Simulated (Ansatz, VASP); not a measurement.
# BeTe in VASP and in Ansatz

File INCAR:

```
PREC = Accurate
ENCUT = 600
EDIFF = 1E-6
ISMEAR = -1
SIGMA = 0.1
LREAL = False
LASPH = True
NELM = 120
ALGO = Normal
ISIF = 2
LWAVE = False
LCHARG = True
GGA = PE
LELF = True
LVHAR = True
NBANDS = 11
GGA_COMPAT = False
```

Contents of KPOINTS:

```
regular mesh
0
Gamma
  8 8 8
```

File POSCAR:

```
BeTe
1.0
    0.0000000000      2.7674580000      2.7674580000
    2.7674580000      0.0000000000      2.7674580000
    2.7674580000      2.7674580000      0.0000000000
Be Te
1 1
Direct
    0.0000000000      0.0000000000      0.0000000000
    0.2500000000      0.2500000000      0.2500000000
```

Input for Ansatz:

```yaml
crystal:
  lattice:
    - [0.0, 2.767458, 2.767458]
    - [2.767458, 0.0, 2.767458]
    - [2.767458, 2.767458, 0.0]
  atoms:
    - { symbol: Be, position: [0.0, 0.0, 0.0] }
    - { symbol: Te, position: [0.25, 0.25, 0.25] }
  symmetry: { tolerance: 0.0003 }
kpoints:
  mp_grid: { grid: [8, 8, 8], shift: [0, 0, 0] }
  band_path:
    path:
      - [0.0, 0.0, 0.0]
      - [-0.5, -0.5, 0.0]
      - [-0.375, -0.375, 0.25]
      - [-0.375, 0.0, 0.375]
      - [0.0, 0.0, 0.0]
      - [0.0, 0.0, 0.5]
      - [-0.5, -0.25, 0.25]
      - [-0.5, -0.5, 0.0]
    npoints: 8
magnetization:
  spin_polarized: false
scf:
  occupations: { method: fermi_dirac }
  lower_state_search: "off"
  max_iter: 200
hamiltonian:
  pseudopotentials: { kind: paw }
  xc: pbe
basis:
  ecutwfc: 420
  fft_grid_basis: typed
output:
  forces: true
  stress: true
  eigenvalues: true
  bader: true
  populations: true
  elf: true
  write_potential: true
  volumetric_format: npy
  dos:
    e_range: [-12, 8]
    de: 0.05
    projected: { site_lists: { Be: [Be], Te: [Te] } }
checkpoint:
  read: saved_state
```

Alike in both runs: task single point; functional PBE; k mesh 8 × 8 × 8; no spin polarisation.

|  | VASP | Ansatz |
| --- | --- | --- |
| version | VASP 6.6.1 | Ansatz 0.2.0 |
| potentials or method | VASP PAW PBE potentials, release 64 (Be, Te), cutoff 600 eV | PAW plane waves |
| occupations | fermi-dirac, width 0.1 eV | fermi-dirac |
| valence electrons in the cell | 8 | 18 |

```csv
,VASP,Ansatz,Ansatz less VASP
pressure (GPa),4.7,4.5,-0.18
```

VASP's potentials hold 8 valence electrons a cell and Ansatz's 18, so a difference there can come from the potentials and not from the codes.

Spin-orbit coupling is off throughout.
